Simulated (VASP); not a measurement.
Write the native input for VASP 6.6.1 that does the following.

```
Task                   : single point
Functional             : PBE
Potentials or basis    : VASP PAW PBE potentials, release 64 (Ga_d, In_d, As)
Cutoff                 : 520 eV
k mesh                 : 6 × 4 × 4
Occupations            : fermi-dirac, width 0.02 eV
Spin                   : no spin polarisation
Dipole correction      : no
Further INCAR settings : ALGO = Normal; EDIFF = 1e-06; NBANDS = 46
```

The structure of In3GaAs4 lies in POSCAR:

```
In3GaAs4
1.0
    4.2435272716      0.0000000000      0.0000000000
    0.0000000000      4.2443310196      6.0041094131
    0.0000000000     -4.2443310196      6.0041094131
Ga In As
1 3 4
Direct
    0.0000000000     -0.0002221109     -0.0002221109
    0.5000000000      0.0008182856      0.4993692728
    0.5000000000      0.4993692728      0.0008182856
    0.0000000000      0.4993331884      0.4993331884
    0.5000000000      0.1154789325      0.1154789325
    0.0000000000      0.1197623392      0.6405098190
    0.0000000000      0.6405098190      0.1197623392
    0.5000000000      0.6249502734      0.6249502734
```

These files were run (other wordings do the same):

INCAR

```
ALGO = Normal
EDIFF = 1E-6
ENCUT = 520
GGA = PE
ISIF = 2
ISMEAR = -1
LASPH = True
LCHARG = False
LREAL = False
LWAVE = False
NBANDS = 46
NELM = 60
PREC = Accurate
SIGMA = 0.02
```

KPOINTS

```
k-points
0
Gamma
  6 4 4
```

Potentials or basis: VASP PAW PBE potentials, release 64 (Ga_d, In_d, As).

Run with:

```sh
$ cat potpaw_PBE.64/Ga_d/POTCAR potpaw_PBE.64/In_d/POTCAR potpaw_PBE.64/As/POTCAR > POTCAR
$ mpirun -np 1 vasp_std > vasp.out
```

It gave:

```yaml
Pressure: 2.3 GPa
Largest_force: 0.043 eV/Å
Band_gap_on_the_k_mesh: 0.05 eV
```

Caveat: spin-orbit coupling is left out, which moves the levels of the heavy elements.

It took 9.1 min on 1 thread of Intel Xeon 8259CL, on a shared host, peak memory 0.47 GiB.
